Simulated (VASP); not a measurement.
Ta, 2 atoms in the cell. The structure is cubic, space group Fd-3m (No. 227). Conventional cell: a = 5.237 Å, b = 5.237 Å, c = 5.237 Å, α = 90.00°, β = 90.00°, γ = 90.00°. Ta (site symmetry -43m) has 4 Ta at 2.27 Å within 3.0 Å. This isn't the form of Ta at room conditions, which is bcc.

* Program: VASP 6.6.1
* Task: relaxation of cell and atoms
* Functional: PBE
* Potentials or basis: VASP PAW PBE potentials, release 64 (Ta_pv)
* Cutoff: 600 eV
* k mesh: 13 × 13 × 13
* Occupations: fermi-dirac, width 0.08 eV
* Spin: no spin polarisation
* Target pressure: 54 GPa
* Dipole correction: no
* Further INCAR settings: ALGO = Normal; EDIFF = 1e-06; IBRION = 2; EDIFFG = -0.005; NSW = 60; ISIF = 3

Potentials or basis: VASP PAW PBE potentials, release 64 (Ta_pv).

Launch:

```bash
$ cat potpaw_PBE.64/Ta_pv/POTCAR > POTCAR
$ mpirun -np 1 vasp_std > vasp.out
```

Hardware: 1 thread of Intel Xeon 8259CL (shared host).

Question: Estimate the wall time of this run.

Answer: Run time: 9.9 min on 1 thread of Intel Xeon 8259CL, on a shared host, peak memory 0.21 GiB. Counts: scf iterations 68, k points 84, ion steps 18.
